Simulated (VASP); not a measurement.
# Ga2O3 (C2/m) in VASP: relaxation of cell and atoms with LDA

Aim: the relaxation of cell and atoms of Ga2O3 with LDA.

Everything below comes from runs of VASP 6.6.1. Logs are shortened: lines on timing, memory, paths and dates and some standing lists are left out, and cuts for length are marked.

## (1) The cell of the first run

It takes space group C2/m (No. 12, monoclinic). The conventional cell has a = 12.214 Å, b = 3.037 Å, c = 5.798 Å, α = 90.00°, β = 103.83°, γ = 90.00°. Within 2.4 Å of Ga (site symmetry m) lie 4 O at 1.83 to 1.86 Å. Within 2.6 Å of Ga (site symmetry m) lie 6 O at 1.94 to 2.07 Å. Within 2.4 Å of O (site symmetry m) lie 3 Ga at 1.83 to 1.94 Å. O (site symmetry m) has 4 Ga at 1.86 to 2.07 Å within 2.5 Å. Within 2.4 Å of O (site symmetry m) lie 3 Ga at 1.83 to 1.94 Å.

## (2) Relaxation of cell and atoms, LDA

File INCAR:

```
PREC = Accurate
ENCUT = 600
EDIFF = 1E-6
ISMEAR = 0
SIGMA = 0.01
LREAL = F
LASPH = T
NELM = 80
ALGO = Normal
ISIF = 3
LWAVE = F
LCHARG = F
GGA = CA
IBRION = 2
NSW = 80
EDIFFG = -0.002
```

File KPOINTS:

```
Automatic mesh
0
Gamma
  6 6 4
```

File POSCAR:

```
Ga2O3
1.0
    6.1070000000     -1.5185500000      0.0000000000
    6.1070000000      1.5185500000      0.0000000000
   -1.3859888959      0.0000000000      5.6300087380
Ga O
4 6
Direct
    0.0905000000      0.0905000000      0.7946000000
    0.9095000000      0.9095000000      0.2054000000
    0.6586600000      0.6586600000      0.3140200000
    0.3413400000      0.3413400000      0.6859800000
    0.1645000000      0.1645000000      0.1098000000
    0.8355000000      0.8355000000      0.8902000000
    0.1733000000      0.1733000000      0.5632000000
    0.8267000000      0.8267000000      0.4368000000
    0.4959000000      0.4959000000      0.2566000000
    0.5041000000      0.5041000000      0.7434000000
```

Potentials or basis: VASP PAW LDA potentials, release 64 (Ga_d, O).

Started as:

```sh
> cat potpaw_LDA.64/Ga_d/POTCAR potpaw_LDA.64/O/POTCAR > POTCAR
> mpirun -np 1 vasp_std > vasp.out
```

OUTCAR:

```text
PREC = Accurate
   ENCUT = 600
   EDIFF = 1E-6
   ISMEAR = 0
   LREAL = F
   LASPH = T
   NELM = 80
   ISIF = 3
   GGA = CA
   IBRION = 2
   NSW = 80
   EDIFFG = -0.002

 ion  position               nearest neighbor table
   1  0.090  0.090  0.795-  10 1.83  10 1.83   5 1.83   7 1.86
   2  0.910  0.910  0.205-   9 1.83   9 1.83   6 1.83   8 1.86
   3  0.659  0.659  0.314-   9 1.94   5 1.94   5 1.94   8 2.01   7 2.07   7 2.07
   4  0.341  0.341  0.686-  10 1.94   6 1.94   6 1.94   7 2.01   8 2.07   8 2.07
   5  0.164  0.164  0.110-   1 1.83   3 1.94   3 1.94
   6  0.836  0.836  0.890-   2 1.83   4 1.94   4 1.94
   7  0.173  0.173  0.563-   1 1.86   4 2.01   3 2.07   3 2.07
   8  0.827  0.827  0.437-   2 1.86   3 2.01   4 2.07   4 2.07
   9  0.496  0.496  0.257-   2 1.83   2 1.83   3 1.94
  10  0.504  0.504  0.743-   1 1.83   1 1.83   4 1.94

  LATTYP: Found a base centered monoclinic cell.
 ALAT       =    12.2140000000
 B/A-ratio  =     0.2486572785
 C/A-ratio  =     0.4747093499
 COS(beta)  =    -0.2390419096

  Lattice vectors:

 A1 = (   6.1070000000,  -1.5185500000,   0.0000000000)
 A2 = (   6.1070000000,   1.5185500000,   0.0000000000)
 A3 = (  -1.3859888959,   0.0000000000,   5.6300087380)

Analysis of symmetry for initial positions (statically):
=====================================================================
 Subroutine PRICEL returns:
 Original cell was already a primitive cell.

 Routine SETGRP: Setting up the symmetry group for a
 base centered monoclinic supercell.

 Subroutine GETGRP returns: Found  4 space group operations
 (whereof  4 operations were pure point group operations)
 out of a pool of  4 trial point group operations.

The static configuration has the point symmetry C_2h.

Analysis of symmetry for dynamics (positions and initial velocities):
=====================================================================
 Subroutine PRICEL returns:
 Original cell was already a primitive cell.

 Routine SETGRP: Setting up the symmetry group for a
 base centered monoclinic supercell.

 Subroutine GETGRP returns: Found  4 space group operations
 (whereof  4 operations were pure point group operations)
 out of a pool of  4 trial point group operations.

The dynamic configuration has the point symmetry C_2h.

 Subroutine INISYM returns: Found  4 space group operations
 (whereof  4 operations are pure point group operations),
 and found     1 'primitive' translations

----------------------------------------------------------------------------------------

                                     Primitive cell

  volume of cell :     104.4230

  direct lattice vectors                    reciprocal lattice vectors
     6.107000000 -1.518550000  0.000000000     0.081873260 -0.329261467  0.020155462
     6.107000000  1.518550000  0.000000000     0.081873260  0.329261467  0.020155462
    -1.385988896  0.000000000  5.630008738     0.000000000  0.000000000  0.177619618

  length of vectors
     6.292967750  6.292967750  5.798100000     0.339886138  0.339886138  0.177619618

  position of ions in fractional coordinates (direct lattice)
     0.090500000  0.090500000  0.794600000
     0.909500000  0.909500000  0.205400000
     0.658660000  0.658660000  0.314020000
     0.341340000  0.341340000  0.685980000
     0.164500000  0.164500000  0.109800000
     0.835500000  0.835500000  0.890200000
     0.173300000  0.173300000  0.563200000
     0.826700000  0.826700000  0.436800000
     0.495900000  0.495900000  0.256600000
     0.504100000  0.504100000  0.743400000

  ion indices of the primitive-cell ions
   primitive index   ion index
                 1           1
                 2           2
                 3           3
                 4           4
                 5           5
                 6           6
                 7           7
                 8           8
                 9           9
                10          10

----------------------------------------------------------------------------------------

 KPOINTS: Automatic mesh

Automatic generation of k-mesh.
 Grid dimensions read from file:
 generate k-points for:    6    6    4

 Generating k-lattice:

  Cartesian coordinates                     Fractional coordinates (reciprocal lattice)
     0.013645543 -0.054876911  0.003359244     0.166666667  0.000000000  0.000000000
     0.013645543  0.054876911  0.003359244     0.000000000  0.166666667  0.000000000
     0.000000000  0.000000000  0.044404904     0.000000000  0.000000000  0.250000000

  Length of vectors
     0.056647690  0.056647690  0.044404904

  Shift w.r.t. Gamma in fractional coordinates (k-lattice)
     0.000000000  0.000000000  0.000000000

 Subroutine IBZKPT returns following result:
 ===========================================

 Found     47 irreducible k-points:

 Following reciprocal coordinates:
            Coordinates               Weight
  0.000000  0.000000  0.000000      1.000000
  0.166667 -0.000000 -0.000000      4.000000
  0.333333 -0.000000 -0.000000      4.000000
  0.500000 -0.000000  0.000000      2.000000
  0.166667  0.166667 -0.000000      2.000000
  0.333333  0.166667 -0.000000      4.000000
[... 16 lines left out ...]
 -0.333333  0.166667  0.250000      4.000000
 -0.166667  0.166667  0.250000      4.000000
 [... further k-points ...]
   k-points           NKPTS =     47   k-points in BZ     NKDIM =     47   number of bands    NBANDS=     52
   number of dos      NEDOS =    301   number of ions     NIONS =     10
   total plane-waves  NPLWV = 120000
   dimension x,y,z NGX =    50 NGY =   50 NGZ =   48
   dimension x,y,z NGXF=   100 NGYF=  100 NGZF=   96
   ions per type =               4   6
   NGX,Y,Z   is equivalent  to a cutoff of  13.21, 13.21, 13.76 a.u.
   NGXF,Y,Z  is equivalent  to a cutoff of  26.42, 26.42, 27.53 a.u.
 SYSTEM =  unknown system
   PREC   = accura    normal or accurate (medium, high low for compatibility)
   ISTART =      0    job   : 0-new  1-cont  2-samecut
   ICHARG =      2    charge: 1-file 2-atom 10-const
   ISPIN  =      1    spin polarized calculation?
   LNONCOLLINEAR =      F non collinear calculations
   LSORBIT =      F    spin-orbit coupling
   LASPH  =      T    aspherical Exc in radial PAW
   ENCUT  =  600.0 eV  44.10 Ry    6.64 a.u.  12.57 12.57 11.58*2*pi/ulx,y,z
   NELM   =     80;   NELMIN=  2; NELMDL= -5     # of ELM steps
   EDIFF  = 0.1E-05   stopping-criterion for ELM
   LREAL  =      F    real-space projection
   EDIFFG = -.2E-02   stopping-criterion for IOM
   NSW    =     80    number of steps for IOM
   IBRION =      2    ionic relax: 0-MD 1-quasi-New 2-CG
   NFREE  =      1    steps in history (QN), initial steepest desc. (CG)
   ISIF   =      3    stress and relaxation
   ISYM   =      2    0-nonsym 1-usesym 2-fastsym
   POTIM  = 0.5000    time-step for ionic-motion
   TEBEG  =    0.0;   TEEND  =   0.0 temperature during run
   PSTRESS=    0.0 pullay stress
   NELECT =      88.0000    total number of electrons
   NUPDOWN=      -1.0000    fix difference up-down
   EMIN   =  10.00;   EMAX   =-10.00  energy-range for DOS
   EFERMI =   0.00;   METHOD = LEGACY
   ISMEAR =     0;   SIGMA  =   0.01  broadening in eV -4-tet -1-fermi 0-gaus
   EFERMI_NEDOS =   21; number of points for ismear=-14 and -15
   IALGO  =     38    algorithm
   IMIX   =      4    mixing-type and parameters
     AMIX     =   0.40;   BMIX     =  1.00
     AMIX_MAG =   1.60;   BMIX_MAG =  1.00
  volume/ion in A,a.u.               =      10.44        70.47
  Fermi-wavevector in a.u.,A,eV,Ry     =   1.546335  2.922150 32.533613  2.391153
  Thomas-Fermi vector in A             =   2.651586
   LORBIT       =      0    0 simple, 1 ext, 2 COOP (PROOUT), +10 PAW based schemes
   GGA     = CA    functional components
   LHFCALC =     F    Hartree Fock is set to
   AEXX    =    0.0000 exact exchange contribution
   IVDW    =     0    specifies the selected vdW correction
   LEPSILON=     F    determine dielectric tensor
   LRPA    =     F    only Hartree local field effects (RPA)
 conjugate gradient relaxation of ions
 non-spin polarized calculation
 Gauss-broadening in eV      SIGMA  =   0.01
  energy-cutoff  :      600.00
  volume of cell :      104.42
 maximum number of plane-waves:      3514
   NGX = 25   NGY = 25   NGZ = 23

--------------------------------------- Ionic step        1  -------------------------------------------

 number of electron      88.0000002 magnetization

 Free energy of the ion-electron system (eV)
  ---------------------------------------------------
  ext. energy  EPLUGINS =         0.00000000
  ---------------------------------------------------
  free energy    TOTEN  =       -68.23979430 eV

  energy without entropy =      -68.23979430  energy(sigma->0) =      -68.23979430

------------------------ aborting loop because EDIFF is reached ----------------------------------------

  FORCE on cell =-STRESS in cart. coord.  units (eV):
  Direction    XX          YY          ZZ          XY          YZ          ZX
  --------------------------------------------------------------------------------------
  -------------------------------------------------------------------------------------
  Total       -1.6356729     -1.5537170     -1.9974494      0.0000000      0.0000000      0.0115261
  in kB      -25.0963734    -23.8389112    -30.6471640      0.0000000      0.0000000      0.1768463
  external PRESSURE =     -26.5274829 kB  Pullay stress =       0.0000000 kB
[... 113 lines left out ...]
  FREE ENERGIE OF THE ION-ELECTRON SYSTEM (eV)
  ---------------------------------------------------
  free  energy   TOTEN  =       -68.2517699011 eV

  energy  without entropy=      -68.2517699011  energy(sigma->0) =      -68.25176990

[... ionic steps 4 to 22 ...]

--------------------------------------- Ionic step       23  -------------------------------------------

 number of electron      87.9999998 magnetization

------------------------ aborting loop because EDIFF is reached ----------------------------------------

  FORCE on cell =-STRESS in cart. coord.  units (eV):
  Direction    XX          YY          ZZ          XY          YZ          ZX
  --------------------------------------------------------------------------------------
  -------------------------------------------------------------------------------------
  Total        0.0043504     -0.0164462      0.0119642      0.0000000      0.0000000     -0.0027548
  in kB        0.0677567     -0.2561501      0.1863431      0.0000000      0.0000000     -0.0429055
  external PRESSURE =      -0.0006834 kB  Pullay stress =       0.0000000 kB
[... 73 lines left out ...]
  energy  without entropy=      -68.2539107061  energy(sigma->0) =      -68.25391071

--------------------------------------- Ionic step       25  -------------------------------------------

 number of electron      87.9999998 magnetization

 Free energy of the ion-electron system (eV)
  ---------------------------------------------------
  ext. energy  EPLUGINS =         0.00000000
  ---------------------------------------------------
  free energy    TOTEN  =       -68.25391171 eV

  energy without entropy =      -68.25391171  energy(sigma->0) =      -68.25391171

 E-fermi :   3.8517     XC(G=0): -12.3035

 val. band max:        3.7689576019   @ k =   0.5000   0.5000   0.5000
 cond. band min:       6.2273679336   @ k =   0.0000   0.0000   0.0000
 fundamental gap:      2.4584103317
 Fermi energy:         3.8516989817

 k-point     1 :       0.0000    0.0000    0.0000
  band No.  band energies     occupation
      1     -15.0889      2.00000
      2     -13.8047      2.00000
      3     -13.7928      2.00000
      4     -13.6894      2.00000
      5     -13.1648      2.00000
      6     -13.1601      2.00000
[... 1309 lines left out ...]
     51      13.3137      0.00000
     52      13.5731      0.00000

 [... further k-points ...]

------------------------ aborting loop because EDIFF is reached ----------------------------------------

  FORCE on cell =-STRESS in cart. coord.  units (eV):
  Direction    XX          YY          ZZ          XY          YZ          ZX
  --------------------------------------------------------------------------------------
  -------------------------------------------------------------------------------------
  Total        0.0027128     -0.0073067      0.0079457      0.0000000      0.0000000     -0.0073578
  in kB        0.0422526     -0.1138034      0.1237568      0.0000000      0.0000000     -0.1145995
  external PRESSURE =       0.0174020 kB  Pullay stress =       0.0000000 kB
[... 25 lines left out ...]
  FREE ENERGIE OF THE ION-ELECTRON SYSTEM (eV)
  ---------------------------------------------------
  free  energy   TOTEN  =       -68.2539117109 eV

  energy  without entropy=      -68.2539117109  energy(sigma->0) =      -68.25391171

 reached required accuracy - stopping structural energy minimisation
```

Wall time 2.2 h (1 thread of Oxide Virtual Turin-like, shared host); peak memory 0.39 GiB.

Results:

```yaml
Free_energy: -68.2539 eV
Relaxed_volume: 10.29 Å³/atom
Relaxed_cell: a = 6.261 Å, b = 6.261 Å, c = 5.764 Å, α = 103.32°, β = 103.32°, γ = 27.95°
Space_group_after_relaxing_to_0.1_Å: C2/m (No. 12)
Energy_gained_by_relaxing: 1.4 meV/atom
Ionic_steps: 25
Pressure_after_relaxing: 0.0 GPa
Band_gap_on_the_k_mesh: 2.46 eV (least direct gap 2.47 eV)
```

The path:
```tsv
step	energy change (eV)	largest force (eV/Å)	pressure (GPa)	volume (Å³)
1	0.0000	0.0952	-2.65	104.42
2	-0.0016	0.1725	2.65	101.83
3	-0.0120	0.0850	0.06	103.08
4	-0.0129	0.0577	-0.04	103.05
5	-0.0129	0.0582	-0.05	103.05
6	-0.0133	0.0391	0.03	103.00
7	-0.0134	0.0485	0.05	102.96
8	-0.0137	0.0194	-0.04	102.97
9	-0.0137	0.0228	-0.07	102.97
10	-0.0139	0.0234	0.01	102.92
11	-0.0139	0.0241	0.07	102.88
12	-0.0140	0.0182	0.06	102.87
13	-0.0141	0.0181	0.03	102.86
14	-0.0141	0.0085	-0.04	102.88
15	-0.0141	0.0070	-0.03	102.88
16	-0.0141	0.0052	0.06	102.87
17	-0.0141	0.0053	0.05	102.86
18	-0.0141	0.0077	0.10	102.85
19	-0.0141	0.0063	-0.02	102.86
20	-0.0141	0.0066	0.04	102.85
21	-0.0141	0.0033	-0.05	102.87
22	-0.0141	0.0056	0.00	102.87
23	-0.0141	0.0026	0.00	102.87
24	-0.0141	0.0025	-0.01	102.87
25	-0.0141	0.0016	0.00	102.87
```

Final structure:
```xyz
10
Lattice="6.0758 -1.5118 0.0055 6.0758 1.5118 0.0055 -1.3739 0.0000 5.5981" Properties=species:S:1:pos:R:3 pbc="T T T"
Ga    0.0114    0.0000    4.4529
Ga   10.7664    0.0000    1.1562
Ga    7.5752    0.0000    1.7671
Ga    3.2025    0.0000    3.8420
O     1.8685    0.0000    0.6150
O     8.9093    0.0000    4.9941
O     1.3303    0.0000    3.1462
O     9.4474    0.0000    2.4629
O     5.6815    0.0000    1.4361
O     5.0962    0.0000    4.1730
```

Levels at points of the mesh, in eV from the valence-band top:
| k point | band 41 | band 42 | band 43 | band 44 | band 45 | band 46 | band 47 | band 48 |
| --- | --- | --- | --- | --- | --- | --- | --- | --- |
| (0.00, 0.00, 0.00) | -0.69 | -0.50 | -0.28 | -0.01 | 2.46 | 5.64 | 6.61 | 6.76 |
| (0.50, 0.00, 0.00) | -0.77 | -0.74 | -0.47 | -0.11 | 5.56 | 6.49 | 7.21 | 7.45 |
| (0.50, 0.50, 0.00) | -0.69 | -0.67 | -0.41 | -0.15 | 4.59 | 4.86 | 5.66 | 6.56 |
| (0.00, 0.00, 0.50) | -0.71 | -0.66 | -0.49 | -0.29 | 4.82 | 4.90 | 6.75 | 7.16 |
| (0.50, 0.00, 0.50) | -1.13 | -1.10 | -0.76 | -0.67 | 6.89 | 6.91 | 7.77 | 7.95 |
| (0.50, 0.50, 0.50) | -0.67 | -0.60 | -0.60 | 0.00 | 5.23 | 5.30 | 6.27 | 6.55 |
